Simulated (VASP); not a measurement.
Y, 2 atoms in the cell. It takes space group P6_3/mmc (No. 194, hexagonal). The conventional cell has a = 3.556 Å, b = 3.556 Å, c = 5.510 Å, α = 90.00°, β = 90.00°, γ = 120.00°. Y (site symmetry -6m2) has 12 Y at 3.44 to 3.56 Å within 4.5 Å. 

```yaml
Program: VASP 6.6.1
Task: single point
Functional: r2SCAN
Potentials_or_basis: VASP PAW PBE potentials, release 64 (Y_sv)
Cutoff: 520 eV
k_mesh: 8 × 8 × 5
Occupations: fermi-dirac, width 0.05 eV
Spin: no spin polarisation
Dipole_correction: no
Further_INCAR_settings: ALGO = Normal; EDIFF = 1e-07; NBANDS = 18
```

Potentials or basis: VASP PAW PBE potentials, release 64 (Y_sv).

Launch:

```console
$ cat potpaw_PBE.64/Y_sv/POTCAR > POTCAR
$ cp INCAR.step1 INCAR
$ mpirun -np 1 vasp_std > vasp.out
$ cp INCAR.step2 INCAR
$ mpirun -np 1 vasp_std > vasp.out
```

Hardware: 1 thread of Oxide Virtual Turin-like Processor (shared host).

**Question.** Estimate the wall time of this run.

**Answer.** It took 4.6 min on 1 thread of Oxide Virtual Turin-like Processor, on a shared host, peak memory 0.18 GiB. Counts: k points 30.
